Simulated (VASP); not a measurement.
# K (Im-3m) in VASP: notebook, part 2 of 2

VASP 6.6.1.

### Step 3. Single point, PBEsol+D3(BJ)

This run uses another cell than the first one, of 71.32 Å³/atom, 1.085 times its volume.

INCAR

```
SYSTEM = K
ALGO = Normal
EDIFF = 1E-6
ENCUT = 500
GGA = PS
GGA_COMPAT = .FALSE.
ISIF = 2
ISMEAR = -1
IVDW = 12
LASPH = .TRUE.
LCHARG = .FALSE.
LREAL = .FALSE.
LWAVE = .FALSE.
NBANDS = 10
NELM = 120
PREC = Accurate
SIGMA = 0.05
```

KPOINTS

```
k-points
0
G
  5 5 5
  0 0 0
```

POSCAR

```
K
1.0
   -2.6125000000      2.6125000000      2.6125000000
    2.6125000000     -2.6125000000      2.6125000000
    2.6125000000      2.6125000000     -2.6125000000
K
1
Direct
    0.0000000000      0.0000000000      0.0000000000
```

Potentials or basis: VASP PAW PBE potentials, release 64 (K_sv).

Launch:

```
$ cat potpaw_PBE.64/K_sv/POTCAR > POTCAR
$ mpirun -np 1 vasp_std > vasp.out
```

OUTCAR:

```text
SYSTEM = K
   EDIFF = 1E-6
   ENCUT = 500
   GGA = PS
   ISIF = 2
   ISMEAR = -1
   IVDW = 12
   LASPH = .TRUE.
   LREAL = .FALSE.
   NELM = 120
   PREC = Accurate
 IVDW          = 12

 ion  position               nearest neighbor table
   1  0.000  0.000  0.000-

  LATTYP: Found a body centered cubic cell.
 ALAT       =     5.2250000000

  Lattice vectors:

 A1 = (  -2.6125000000,   2.6125000000,   2.6125000000)
 A2 = (   2.6125000000,  -2.6125000000,   2.6125000000)
 A3 = (   2.6125000000,   2.6125000000,  -2.6125000000)

Analysis of symmetry for initial positions (statically):
=====================================================================
 Subroutine PRICEL returns:
 Original cell was already a primitive cell.

 Routine SETGRP: Setting up the symmetry group for a
 body centered cubic supercell.

 Subroutine GETGRP returns: Found 48 space group operations
 (whereof 48 operations were pure point group operations)
 out of a pool of 48 trial point group operations.

The static configuration has the point symmetry O_h .

Analysis of symmetry for dynamics (positions and initial velocities):
=====================================================================
 Subroutine PRICEL returns:
 Original cell was already a primitive cell.

 Routine SETGRP: Setting up the symmetry group for a
 body centered cubic supercell.

 Subroutine GETGRP returns: Found 48 space group operations
 (whereof 48 operations were pure point group operations)
 out of a pool of 48 trial point group operations.

The dynamic configuration has the point symmetry O_h .

 Subroutine INISYM returns: Found 48 space group operations
 (whereof 48 operations are pure point group operations),
 and found     1 'primitive' translations

----------------------------------------------------------------------------------------

                                     Primitive cell

[... 96 lines left out ...]
  Thomas-Fermi vector in A             =   1.932236
   LORBIT       =      0    0 simple, 1 ext, 2 COOP (PROOUT), +10 PAW based schemes
   GGA     = PS    functional components
   LHFCALC =     F    Hartree Fock is set to
   AEXX    =    0.0000 exact exchange contribution
   IVDW    =    12    specifies the selected vdW correction
   LEPSILON=     F    determine dielectric tensor
   LRPA    =     F    only Hartree local field effects (RPA)
 non-spin polarized calculation
  energy-cutoff  :      500.00
  volume of cell :       71.32
 maximum number of plane-waves:      1865
 NGX is ok and might be reduce to    36
   NGX = 17   NGY = 17   NGZ = 17

 number of electron       9.0000000 magnetization

 Free energy of the ion-electron system (eV)
  ---------------------------------------------------
  ext. energy  EPLUGINS =         0.00000000
  ---------------------------------------------------
  free energy    TOTEN  =        -1.13933294 eV

  energy without entropy =       -1.12735571  energy(sigma->0) =       -1.13334433

 E-fermi :  -0.0551     XC(G=0):  -5.7732

 val. band max:       -0.4359193831   @ k =   0.4000   0.0000   0.0000
 cond. band min:      -0.0156862395   @ k =  -0.4000   0.4000   0.2000
 fundamental gap:      0.4202331435
 Fermi energy:        -0.0550623834

 k-point     1 :       0.0000    0.0000    0.0000
  band No.  band energies     occupation
      1     -32.0739      2.00000
      2     -15.5813      2.00000
      3     -15.5813      2.00000
      4     -15.5813      2.00000
      5      -2.3031      2.00000
      6       4.2253      0.00000
      7       4.2253      0.00000
      8       4.2253      0.00000
      9       5.1651      0.00000
     10       5.1651      0.00000
[... 105 lines left out ...]
 k-point    10 :      -0.4000    0.4000    0.4000
  band No.  band energies     occupation
      1     -32.0659      2.00000
      2     -15.6353      2.00000
      3     -15.6309      2.00000
      4     -15.6309      2.00000
      5       0.9866      0.00000
      6       1.7585      0.00000
      7       3.3978      0.00000
      8       3.3978      0.00000
      9       3.5182      0.00000
     10       6.0626      0.00000

------------------------ aborting loop because EDIFF is reached ----------------------------------------

 Edisp (eV)   -0.12746

 E8    (eV) :    -0.0953

  FORCE on cell =-STRESS in cart. coord.  units (eV):
  Direction    XX          YY          ZZ          XY          YZ          ZX
  --------------------------------------------------------------------------------------
  -------------------------------------------------------------------------------------
  Total      -0.14058    -0.14058    -0.14058     0.00000    -0.00000     0.00000
  in kB      -3.15796    -3.15796    -3.15796     0.00000    -0.00000     0.00000
  external pressure =       -3.16 kB  Pullay stress =        0.00 kB

 VOLUME and BASIS-vectors are now :
 -----------------------------------------------------------------------------
  energy-cutoff  :      500.00
  volume of cell :       71.32
      direct lattice vectors                 reciprocal lattice vectors
    -2.612500000  2.612500000  2.612500000     0.000000000  0.191387560  0.191387560
     2.612500000 -2.612500000  2.612500000     0.191387560  0.000000000  0.191387560
     2.612500000  2.612500000 -2.612500000     0.191387560  0.191387560  0.000000000

 POSITION                                       TOTAL-FORCE (eV/Angst)
 -----------------------------------------------------------------------------------
      0.00000      0.00000      0.00000         0.000000     -0.000000      0.000000
 -----------------------------------------------------------------------------------
    total drift:                               -0.000000      0.000000      0.000000

  FREE ENERGIE OF THE ION-ELECTRON SYSTEM (eV)
  ---------------------------------------------------
  free  energy   TOTEN  =        -1.2667918303 eV

  energy  without entropy=       -1.2548146010  energy(sigma->0) =       -1.26080322
```

stdout:

```text
POSCAR found type information on POSCAR K
 POSCAR found :  1 types and       1 ions
 scaLAPACK will be used
 -----------------------------------------------------------------------------
|                                                                             |
|                                                                             |
|     You enforced a specific xc type in the INCAR file but a different       |
|     I HOPE YOU KNOW WHAT YOU ARE DOING!                                     |
|                                                                             |
 -----------------------------------------------------------------------------

 LDA part: xc-table for (Slater+PW92), standard interpolation
 POSCAR, INCAR and KPOINTS ok, starting setup
 FFT: planning ... GRIDC
 FFT: planning ... GRID_SOFT
 FFT: planning ... GRID
 WAVECAR not read
 entering main loop
```

Wall time 24 s (1 thread of Intel Xeon 8259CL, shared host); peak memory 0.2 GiB.

Results:

- Free energy: -1.2668 eV
- Pressure: -0.3 GPa
- Dispersion energy per atom: -0.127 eV

Caveat: three body term missing; the PAW data sets were made with another functional, which shifts forces and pressure a little; pairwise dispersion overbinds metals, which lowers pressure and volume.
